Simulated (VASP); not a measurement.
Set up this calculation in VASP 6.6.1, as the native input.

* Task: single point
* Functional: r2SCAN
* Potentials or basis: VASP PAW PBE potentials, release 64 (Zr_sv, B)
* Cutoff: 520 eV
* k mesh: 11 × 11 × 9
* Occupations: gaussian, width 0.05 eV
* Spin: no spin polarisation
* Dipole correction: no
* Further INCAR settings: ALGO = Normal; EDIFF = 1e-07; NBANDS = 16

ZrB2:

```
Zr B
1.0
     3.17000    0.00000    0.00000
    -1.58500    2.74530    0.00000
     0.00000    0.00000    3.53300
Zr B
1 2
Direct
  0.00000 0.00000 0.00000
  0.33333 0.66667 0.50000
  0.66667 0.33333 0.50000
```

The input as run:

POSCAR

```
ZrB2
1.0
    3.1700000000      0.0000000000      0.0000000000
   -1.5850000000      2.7453005300      0.0000000000
    0.0000000000      0.0000000000      3.5330000000
Zr B
1 2
Direct
    0.0000000000      0.0000000000      0.0000000000
    0.3333333333      0.6666666667      0.5000000000
    0.6666666667      0.3333333333      0.5000000000
```

INCAR.step1

```
SYSTEM = ZrB2
PREC = Accurate
ENCUT = 520
ISMEAR = 0
SIGMA = 0.05
LREAL = .False.
LASPH = .True.
NELM = 80
NBANDS = 16
GGA = PE
ALGO = Normal
EDIFF = 1E-4
LWAVE = .True.
LCHARG = .False.
```

INCAR.step2

```
SYSTEM = ZrB2
PREC = Accurate
ENCUT = 520
EDIFF = 1E-7
ISMEAR = 0
SIGMA = 0.05
LREAL = .False.
LASPH = .True.
NELM = 80
ALGO = Normal
ISIF = 2
LWAVE = .False.
LCHARG = .True.
METAGGA = R2SCAN
LMIXTAU = .True.
LELF = .True.
LVHAR = .True.
NBANDS = 16
ISTART = 1
```

KPOINTS

```
Automatic mesh
0
Gamma
  11 11 9
  0 0 0
```

Potentials or basis: VASP PAW PBE potentials, release 64 (Zr_sv, B).

Run with:

```console
$ cat potpaw_PBE.64/Zr_sv/POTCAR potpaw_PBE.64/B/POTCAR > POTCAR
$ cp INCAR.step1 INCAR
$ mpirun -np 1 vasp_std > vasp.out
$ cp INCAR.step2 INCAR
$ mpirun -np 1 vasp_std > vasp.out
```

Results of the run:

The pressure is 0.8 GPa and the band gap on the k mesh is zero (bands 9 and 10 overlap by 1.30 eV).

Caveat: the PAW data sets were made with another functional, which shifts forces and pressure a little.

It took 3.1 min on 1 thread of Intel Xeon 8259CL (shared host), peak memory 0.18 GiB.
